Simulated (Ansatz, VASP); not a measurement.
## One calculation of C, two programs

The input INCAR:

```
PREC = Accurate
ENCUT = 600
EDIFF = 1E-6
ISMEAR = 0
SIGMA = 0.15
LREAL = False
LASPH = True
NELM = 120
ALGO = Normal
ISIF = 2
LWAVE = False
LCHARG = False
GGA = PS
IVDW = 12
NBANDS = 16
GGA_COMPAT = False
```

Contents of KPOINTS:

```
Automatic mesh
0
Gamma
  18 12 10
```

File POSCAR:

```
C
1.0
   -2.4576582504      0.0000000000      0.0000000000
    0.0000000000      0.0000000000     -3.5294825081
    0.0000000000     -4.2567889574      0.0000000000
C
4
Direct
    0.5000000000      0.0000000000      0.1913331468
    0.0000000000      0.0000000000      0.6701904496
    0.0000000000      0.0000000000      0.3086668532
    0.5000000000      0.0000000000      0.8298095504
```

Input for Ansatz:

```yaml
crystal:
  lattice:
    - [-2.4576582504, 0.0, 0.0]
    - [0.0, 0.0, -3.5294825081]
    - [0.0, -4.2567889574, 0.0]
  atoms:
    - { symbol: C, position: [0.5, 0.0, 0.1913331468] }
    - { symbol: C, position: [0.0, 0.0, 0.6701904496] }
    - { symbol: C, position: [0.0, 0.0, 0.3086668532] }
    - { symbol: C, position: [0.5, 0.0, 0.8298095504] }
basis:
  ecutwfc: 520.0
kpoints:
  mp_grid: { grid: [18, 12, 10] }
hamiltonian:
  xc: pbesol
  pseudopotentials: { kind: paw, azcp: { folder: soft_1 } }
  dispersion: d3bj
scf:
  occupations: { method: gaussian, width: 0.15 }
output:
  forces: true
  stress: true
  eigenvalues: true
```

Change from the starting cell: mode 8 frozen in at -0.045 Å and mode 12 at -0.060 Å (largest displacements).

Alike in both runs: task single point; functional PBEsol; dispersion D3(BJ); k mesh 18 × 12 × 10; occupations gaussian, width 0.15 eV; no spin polarisation.

|  | VASP | Ansatz |
| --- | --- | --- |
| version | VASP 6.6.1 | Ansatz 0.2.0 |
| potentials or method | VASP PAW PBE potentials, release 64 (C), cutoff 600 eV | scalar-relativistic, plane waves, PAW |
| valence electrons in the cell | 16 | 16 |

|  | VASP | Ansatz | Ansatz less VASP |
| --- | --- | --- | --- |
| gap on the k mesh at the Fermi level (eV) | none | none | - |
| pressure (GPa) | 6.9 | 6.7 | -0.21 |
| traceless stress, the component that is largest in VASP (GPa) | 18.47 | 18.00 | -0.467 |
| rms of the force components (eV/Å) | 3.778 | 3.776 | -0.0014 |

VASP's potentials were made for PBE, not for PBEsol, and Ansatz warns of the same on its side. Atom by atom the forces differ by 0.013 eV/Å (rms over components). A gap of «none» marks a metal or a gap that the smearing closes.
